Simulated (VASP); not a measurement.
A run of VASP 6.6.1 is set up as follows.

INCAR

```
SYSTEM = Mg
PREC = Accurate
ENCUT = 520
EDIFF = 1E-6
ISMEAR = 0
SIGMA = 0.15
LREAL = .False.
LASPH = .True.
NELM = 60
ALGO = Fast
ISIF = 2
LWAVE = .False.
LCHARG = .True.
GGA = PS
LELF = .True.
LVHAR = .True.
NBANDS = 7
```

The input KPOINTS:

```
regular mesh
0
Gamma
  18 18 18
  0 0 0
```

File POSCAR:

```
Mg
1.0
   -1.9495000000      1.9495000000      1.4943000000
    1.9495000000     -1.9495000000      1.4943000000
    1.9495000000      1.9495000000     -1.4943000000
Mg
1
Direct
    0.0000000000      0.0000000000      0.0000000000
```

Potentials or basis: VASP PAW PBE potentials, release 64 (Mg).

Run with:

```sh
$ cat potpaw_PBE.64/Mg/POTCAR > POTCAR
$ mpirun -np 1 vasp_std > vasp.out
```

(1) Predict the pressure.

(2) What does it give for the band gap on the k mesh?

## Answers

(1) 1.0 GPa.

(2) zero (bands 1 and 2 overlap by 4.32 eV).

Caveat: the PAW data sets were made with another functional, which shifts forces and pressure a little.
